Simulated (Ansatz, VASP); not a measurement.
**Sr in VASP and in Ansatz**

Contents of INCAR:

```
  PREC = Accurate
  ENCUT = 520
  EDIFF = 1E-6
  ISMEAR = -1
  SIGMA = 0.1
  LREAL = F
  LASPH = T
  NELM = 80
  ALGO = Normal
  ISIF = 2
  LWAVE = F
  LCHARG = F
  NBANDS = 11
```

KPOINTS

```
regular mesh
0
Gamma
  15 15 15
```

The input POSCAR:

```
Sr
1.0
    0.0000000000      2.9783282830      2.9783282830
    2.9783282830      0.0000000000      2.9783282830
    2.9783282830      2.9783282830      0.0000000000
Sr
1
Direct
    0.0000000000      0.0000000000      0.0000000000
```

Input for Ansatz:

```yaml
crystal:
  lattice:
    - [0.0, 2.9783282856, 2.9783282856]
    - [2.9783282856, 0.0, 2.9783282856]
    - [2.9783282856, 2.9783282856, 0.0]
  atoms:
    - { symbol: Sr, position: [0.0, 0.0, 0.0] }
hamiltonian:
  xc: lda
  pseudopotentials:
    kind: paw
    azcp:
      Sr: "pseudopotentials/Sr.paw.azcp"
basis:
  ecutwfc: 420
  fft_grid_basis: typed
kpoints:
  mp_grid: { grid: [15, 15, 15], shift: [0, 0, 0] }
magnetization:
  spin_polarized: false
scf:
  occupations: { method: fermi_dirac, width: 0.1 }
output:
  stress: true
```

Alike in both runs: task single point; functional LDA; k mesh 15 × 15 × 15; occupations fermi-dirac, width 0.1 eV; no spin polarisation.

```csv
,VASP,Ansatz
version,VASP 6.6.1,Ansatz 0.2.0
potentials or method,"VASP PAW LDA potentials, release 64 (Sr_sv), cutoff 520 eV","plane waves (420 eV) with PAW, scalar-relativistic"
valence electrons in the cell,10,10
```

|  | VASP | Ansatz | Ansatz less VASP |
| --- | --- | --- | --- |
| pressure (GPa) | -1.0 | -1.0 | 0.00 |

Ansatz warns that its potentials were made for another functional, while VASP's fit it. LDA's correlation is that of Perdew and Zunger in VASP and of Perdew and Wang (1992) in Ansatz.
